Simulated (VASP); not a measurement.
# ZrC (Imm2) in VASP: single point with PBE

Aim: the single point of ZrC with PBE.

All numbers are computed with VASP 6.6.1; they aren't measurements. Logs are shortened: lines on timing, memory, paths and dates and some standing lists are left out, and cuts for length are marked.

## 1. The cell of the first run

It takes space group Imm2 (No. 44, orthorhombic). The conventional cell has a = 3.324 Å, b = 4.700 Å, c = 3.324 Å, α = 90.00°, β = 90.00°, γ = 90.00°. Within 3.0 Å of Zr (site symmetry mm2) lie 6 C at 2.29 to 2.41 Å. Within 3.0 Å of C (site symmetry mm2) lie 6 Zr at 2.29 to 2.41 Å.

## 2. Single point, PBE (atom 2 (C) moved by [0.056569, 0.056569, 0.0] A)

File INCAR:

```
ALGO     = Normal         # electronic algorithm
EDIFF    = 1E-6           # SCF threshold, eV
ENCUT    = 520            # plane-wave cutoff, eV
GGA      = PE             # functional
ISIF     = 2              # what is computed and relaxed
ISMEAR   = -1             # smearing method
LASPH    = T              # aspherical terms in the spheres
LCHARG   = F              # write CHGCAR
LREAL    = F              # projectors in reciprocal space
LWAVE    = F              # write WAVECAR
NBANDS   = 15             # bands
NELM     = 100            # most SCF steps
PREC     = Accurate       # precision mode
SIGMA    = 0.05           # smearing width, eV
```

File KPOINTS:

```
k-points
0
Gamma
  15 15 15
```

File POSCAR:

```
ZrC
1.0
    0.0000000000      2.3502100000      2.3502100000
    2.3502100000      0.0000000000      2.3502100000
    2.3502100000      2.3502100000      0.0000000000
Zr C
1 1
Direct
    0.5000000000      0.5000000000      0.5000000000
    0.0000000000      0.0000000000      0.0240697640
```

Potentials or basis: VASP PAW PBE potentials, release 64 (Zr_sv, C).

On the command line:

```console
> cat potpaw_PBE.64/Zr_sv/POTCAR potpaw_PBE.64/C/POTCAR > POTCAR
> mpirun -np 1 vasp_std > vasp.out
```

OUTCAR:

```text
EDIFF = 1E-6
   ENCUT = 520
   GGA = PE
   ISIF = 2
   ISMEAR = -1
   LASPH = T
   LREAL = F
   NELM = 100
   PREC = Accurate

 ion  position               nearest neighbor table
   1  0.500  0.500  0.500-   2 2.29   2 2.29   2 2.35   2 2.35   2 2.41   2 2.41
   2  0.000  0.000  0.024-   1 2.29   1 2.29   1 2.35   1 2.35   1 2.41   1 2.41

  LATTYP: Found a face centered cubic cell.
 ALAT       =     4.7004200000

  Lattice vectors:

 A1 = (   0.0000000000,   2.3502100000,   2.3502100000)
 A2 = (   2.3502100000,   0.0000000000,   2.3502100000)
 A3 = (   2.3502100000,   2.3502100000,   0.0000000000)

Analysis of symmetry for initial positions (statically):
=====================================================================
 Subroutine PRICEL returns:
 Original cell was already a primitive cell.

 Routine SETGRP: Setting up the symmetry group for a
 face centered cubic supercell.

 Subroutine GETGRP returns: Found  4 space group operations
 (whereof  4 operations were pure point group operations)
 out of a pool of 48 trial point group operations.

The static configuration has the point symmetry C_2v.

Analysis of symmetry for dynamics (positions and initial velocities):
=====================================================================
 Subroutine PRICEL returns:
 Original cell was already a primitive cell.

 Routine SETGRP: Setting up the symmetry group for a
 face centered cubic supercell.

 Subroutine GETGRP returns: Found  4 space group operations
 (whereof  4 operations were pure point group operations)
 out of a pool of 48 trial point group operations.

The dynamic configuration has the point symmetry C_2v.

 Subroutine INISYM returns: Found  4 space group operations
 (whereof  4 operations are pure point group operations),
 and found     1 'primitive' translations

----------------------------------------------------------------------------------------

                                     Primitive cell

  volume of cell :      25.9627

  direct lattice vectors                    reciprocal lattice vectors
     0.000000000  2.350210000  2.350210000    -0.212746946  0.212746946  0.212746946
     2.350210000  0.000000000  2.350210000     0.212746946 -0.212746946  0.212746946
     2.350210000  2.350210000  0.000000000     0.212746946  0.212746946 -0.212746946

  length of vectors
     3.323698856  3.323698856  3.323698856     0.368488520  0.368488520  0.368488520

  position of ions in fractional coordinates (direct lattice)
     0.500000000  0.500000000  0.500000000
     0.000000000  0.000000000  0.024069764

  ion indices of the primitive-cell ions
   primitive index   ion index
                 1           1
                 2           2

----------------------------------------------------------------------------------------

 KPOINTS: k-points

Automatic generation of k-mesh.
 Grid dimensions read from file:
 generate k-points for:   15   15   15

 Generating k-lattice:

  Cartesian coordinates                     Fractional coordinates (reciprocal lattice)
    -0.014183130  0.014183130  0.014183130     0.066666667  0.000000000  0.000000000
     0.014183130 -0.014183130  0.014183130     0.000000000  0.066666667  0.000000000
     0.014183130  0.014183130 -0.014183130     0.000000000  0.000000000  0.066666667

  Length of vectors
     0.024565901  0.024565901  0.024565901

  Shift w.r.t. Gamma in fractional coordinates (k-lattice)
     0.000000000  0.000000000  0.000000000

 Subroutine IBZKPT returns following result:
 ===========================================

 Found    512 irreducible k-points:

 Following reciprocal coordinates:
            Coordinates               Weight
  0.000000  0.000000  0.000000      1.000000
  0.066667  0.000000  0.000000      4.000000
  0.000000  0.000000  0.066667      4.000000
  0.133333  0.000000  0.000000      4.000000
  0.000000  0.000000  0.133333      4.000000
  0.200000  0.000000  0.000000      4.000000
[... 16 lines left out ...]
  0.000000  0.200000  0.066667      8.000000
  0.066667  0.000000  0.200000      8.000000
 [... further k-points ...]
   k-points           NKPTS =    512   k-points in BZ     NKDIM =    512   number of bands    NBANDS=     15
   number of dos      NEDOS =    301   number of ions     NIONS =      2
   total plane-waves  NPLWV =  21952
   dimension x,y,z NGX =    28 NGY =   28 NGZ =   28
   dimension x,y,z NGXF=    56 NGYF=   56 NGZF=   56
   ions per type =               1   1
   NGX,Y,Z   is equivalent  to a cutoff of  14.01, 14.01, 14.01 a.u.
   NGXF,Y,Z  is equivalent  to a cutoff of  28.01, 28.01, 28.01 a.u.
 SYSTEM =  unknown system
   PREC   = accura    normal or accurate (medium, high low for compatibility)
   ISTART =      0    job   : 0-new  1-cont  2-samecut
   ICHARG =      2    charge: 1-file 2-atom 10-const
   ISPIN  =      1    spin polarized calculation?
   LNONCOLLINEAR =      F non collinear calculations
   LSORBIT =      F    spin-orbit coupling
   LASPH  =      T    aspherical Exc in radial PAW
   ENCUT  =  520.0 eV  38.22 Ry    6.18 a.u.   6.18  6.18  6.18*2*pi/ulx,y,z
   NELM   =    100;   NELMIN=  2; NELMDL= -5     # of ELM steps
   EDIFF  = 0.1E-05   stopping-criterion for ELM
   LREAL  =      F    real-space projection
   EDIFFG = 0.1E-04   stopping-criterion for IOM
   NSW    =      0    number of steps for IOM
   IBRION =     -1    ionic relax: 0-MD 1-quasi-New 2-CG
   NFREE  =      0    steps in history (QN), initial steepest desc. (CG)
   ISIF   =      2    stress and relaxation
   ISYM   =      2    0-nonsym 1-usesym 2-fastsym
   POTIM  = 0.5000    time-step for ionic-motion
   TEBEG  =    0.0;   TEEND  =   0.0 temperature during run
   PSTRESS=    0.0 pullay stress
   NELECT =      16.0000    total number of electrons
   NUPDOWN=      -1.0000    fix difference up-down
   EMIN   =  10.00;   EMAX   =-10.00  energy-range for DOS
   EFERMI =   0.00;   METHOD = LEGACY
   ISMEAR =    -1;   SIGMA  =   0.05  broadening in eV -4-tet -1-fermi 0-gaus
   EFERMI_NEDOS =   21; number of points for ismear=-14 and -15
   IALGO  =     38    algorithm
   IMIX   =      4    mixing-type and parameters
     AMIX     =   0.40;   BMIX     =  1.00
     AMIX_MAG =   1.60;   BMIX_MAG =  1.00
  volume/ion in A,a.u.               =      12.98        87.60
  Fermi-wavevector in a.u.,A,eV,Ry     =   1.393151  2.632673 26.407131  1.940869
  Thomas-Fermi vector in A             =   2.516825
   LORBIT       =      0    0 simple, 1 ext, 2 COOP (PROOUT), +10 PAW based schemes
   GGA     = PE    functional components
   LHFCALC =     F    Hartree Fock is set to
   AEXX    =    0.0000 exact exchange contribution
   IVDW    =     0    specifies the selected vdW correction
   LEPSILON=     F    determine dielectric tensor
   LRPA    =     F    only Hartree local field effects (RPA)
 non-spin polarized calculation
  energy-cutoff  :      520.00
  volume of cell :       25.96
 maximum number of plane-waves:       725
 NGX is ok and might be reduce to    28
   NGX = 13   NGY = 13   NGZ = 13

 number of electron      16.0000000 magnetization

 Free energy of the ion-electron system (eV)
  ---------------------------------------------------
  ext. energy  EPLUGINS =         0.00000000
  ---------------------------------------------------
  free energy    TOTEN  =       -19.44020084 eV

  energy without entropy =      -19.43780783  energy(sigma->0) =      -19.43900434

 E-fermi :   9.6402     XC(G=0): -12.1305

 val. band max:        9.6379898564   @ k =   0.4000   0.3333   0.0000
 cond. band min:       9.6456941713   @ k =   0.0000   0.4667   0.4667
 fundamental gap:      0.0077043148
 Fermi energy:         9.6401642467

 k-point     1 :       0.0000    0.0000    0.0000
  band No.  band energies     occupation
      1     -38.4925      2.00000
      2     -16.2046      2.00000
      3     -16.2045      2.00000
      4     -16.2042      2.00000
      5      -1.6870      2.00000
      6      10.1401      0.00009
      7      10.1627      0.00006
      8      10.4073      0.00000
      9      10.7027      0.00000
     10      11.0858      0.00000
     11      11.1125      0.00000
     12      12.4898      0.00000
     13      12.5982      0.00000
     14      16.9022      0.00000
     15      20.0641      0.00000

 k-point     2 :       0.0667    0.0000    0.0000
  band No.  band energies     occupation
      1     -38.4881      2.00000
      2     -16.2445      2.00000
      3     -16.2080      2.00000
      4     -16.2077      2.00000
      5      -1.5856      2.00000
      6       9.4821      1.91873
      7       9.8409      0.03548
      8      10.0846      0.00028
      9      10.9158      0.00000
     10      11.0217      0.00000
     11      11.3081      0.00000
     12      13.0610      0.00000
     13      13.1715      0.00000
     14      17.1226      0.00000
     15      20.3423      0.00000

 k-point     3 :       0.0000    0.0000    0.0667
  band No.  band energies     occupation
      1     -38.4881      2.00000
      2     -16.2444      2.00000
      3     -16.2080      2.00000
      4     -16.2077      2.00000
      5      -1.5858      2.00000
      6       9.5430      1.74924
      7       9.8832      0.01539
      8       9.9036      0.01025
      9      10.9112      0.00000
     10      11.0560      0.00000
     11      11.3908      0.00000
     12      13.0730      0.00000
     13      13.1235      0.00000
     14      17.1246      0.00000
     15      20.3428      0.00000
[... 343 lines left out ...]
 k-point    23 :       0.0000    0.2000    0.0667
  band No.  band energies     occupation
      1     -38.4608      2.00000
      2     -16.4664      2.00000
      3     -16.2498      2.00000
      4     -16.2309      2.00000
      5      -0.9441      2.00000
      6       7.6305      2.00000
      7       8.5131      2.00000
      8       8.8302      2.00000
      9      10.9682      0.00000
     10      12.0245      0.00000
     11      12.3454      0.00000
     12      14.4327      0.00000
     13      15.6090      0.00000
     14      18.4111      0.00000
     15      21.9452      0.00000

 k-point    24 :       0.0667    0.0000    0.2000
  band No.  band energies     occupation
      1     -38.4608      2.00000
      2     -16.4655      2.00000
      3     -16.2496      2.00000
      4     -16.2309      2.00000
      5      -0.9459      2.00000
      6       7.6483      2.00000
      7       8.4676      2.00000
      8       8.8065      2.00000
      9      10.9777      0.00000
     10      12.0648      0.00000
     11      12.3885      0.00000
     12      14.4211      0.00000
     13      15.5761      0.00000
     14      18.4256      0.00000
     15      21.9434      0.00000

 [... further k-points ...]
[... 5 lines left out ...]
  --------------------------------------------------------------------------------------
  -------------------------------------------------------------------------------------
  Total        0.3592886      0.3592886      0.2170932     -0.0625326      0.0000000      0.0000000
  in kB       22.1719547     22.1719547     13.3969745     -3.8589289      0.0000000      0.0000000
  external PRESSURE =      19.2469613 kB  Pullay stress =       0.0000000 kB

 VOLUME and BASIS-vectors are now :
 -----------------------------------------------------------------------------
  energy-cutoff  :      520.00
  volume of cell :       25.96
      direct lattice vectors                 reciprocal lattice vectors
     0.000000000  2.350210000  2.350210000    -0.212746946  0.212746946  0.212746946
     2.350210000  0.000000000  2.350210000     0.212746946 -0.212746946  0.212746946
     2.350210000  2.350210000  0.000000000     0.212746946  0.212746946 -0.212746946

 POSITION                                       TOTAL-FORCE (eV/Angst)
 -----------------------------------------------------------------------------------
      2.35021      2.35021      2.35021         0.379327      0.379327      0.000000
      0.05657      0.05657      0.00000        -0.379327     -0.379327      0.000000
 -----------------------------------------------------------------------------------
    total drift:                                0.000002      0.000002     -0.000000

  FREE ENERGIE OF THE ION-ELECTRON SYSTEM (eV)
  ---------------------------------------------------
  free  energy   TOTEN  =       -19.4402008435 eV

  energy  without entropy=      -19.4378078290  energy(sigma->0) =      -19.43900434
```

Run time: 2.4 min. Hardware: 1 thread of AMD EPYC 9R45 (Zen 5), shared host; peak memory 0.29 GiB.

Results:

```
Free energy            : -19.4402 eV
Pressure               : 1.9 GPa
Largest force          : 0.536 eV/Å
Band gap on the k mesh : zero (bands 8 and 9 overlap by 1.01 eV)
```

Forces on the atoms (eV/Å):
```
Zr   0.379  0.379  0.000
C   -0.379 -0.379  0.000
```

Caveat: the cell differs from its parent crystal (atom 2 (C) moved by [0.056569, 0.056569, 0.0] A).
